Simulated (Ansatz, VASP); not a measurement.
One calculation of GaGe3, two programs

INCAR

```
SYSTEM = GaGe3
ALGO = Normal
EDIFF = 1E-6
ENCUT = 520
GGA = CA
ISIF = 2
ISMEAR = -1
LASPH = .True.
LCHARG = .False.
LREAL = .False.
LWAVE = .False.
NBANDS = 36
NELM = 60
PREC = Accurate
SIGMA = 0.05
```

KPOINTS

```
k-points
0
Gamma
  6 6 6
  0 0 0
```

POSCAR

```
GaGe3
1.0
    4.2784660000      0.0000000000      0.0000000000
    0.0000000000      4.2784660000      0.0000000000
    0.0000000000      0.0000000000      4.2784660000
Ge Ga
3 1
Direct
    0.5000000000      0.5000000000      0.0000000000
    0.5000000000      0.0000000000      0.5000000000
    0.0000000000      0.5000000000      0.5000000000
    0.0000000000      0.0000000000      0.0000000000
```

input.yaml

```yaml
crystal:
  lattice:
    - [4.278466, 0.0, 0.0]
    - [0.0, 4.278466, 0.0]
    - [0.0, 0.0, 4.278466]
  atoms:
    - { symbol: Ge, position: [0.5, 0.5, 0.0] }
    - { symbol: Ge, position: [0.5, 0.0, 0.5] }
    - { symbol: Ge, position: [0.0, 0.5, 0.5] }
    - { symbol: Ga, position: [0.0, 0.0, 0.0] }
kpoints:
  mp_grid: { grid: [6, 6, 6] }
scf:
  occupations: { method: fermi_dirac, width: 0.05 }
hamiltonian:
  xc: lda
  pseudopotentials: { kind: all_electron, lapw: { basis_error: 0.002 } }
output:
  forces: true
  stress: true
  eigenvalues: true
```

Alike in both runs: task single point; functional LDA; k mesh 6 × 6 × 6; occupations fermi-dirac, width 0.05 eV; no spin polarisation.

|  | VASP | Ansatz |
| --- | --- | --- |
| version | VASP 6.6.1 | Ansatz 0.2.0 |
| potentials or method | VASP PAW LDA potentials, release 64 (Ge_d, Ga_d), cutoff 520 eV | all-electron LAPW, scalar-relativistic |

```csv
,VASP,Ansatz,Ansatz less VASP
gap on the k mesh at the Fermi level (eV),none,none,-
pressure (GPa),-4.8,-4.8,+0.01
```

LDA's correlation is that of Perdew and Zunger in VASP and of Perdew and Wang (1992) in Ansatz. A gap of «none» marks a metal or a gap that the smearing closes. Ansatz ran all-electron here, and VASP with PAW potentials.
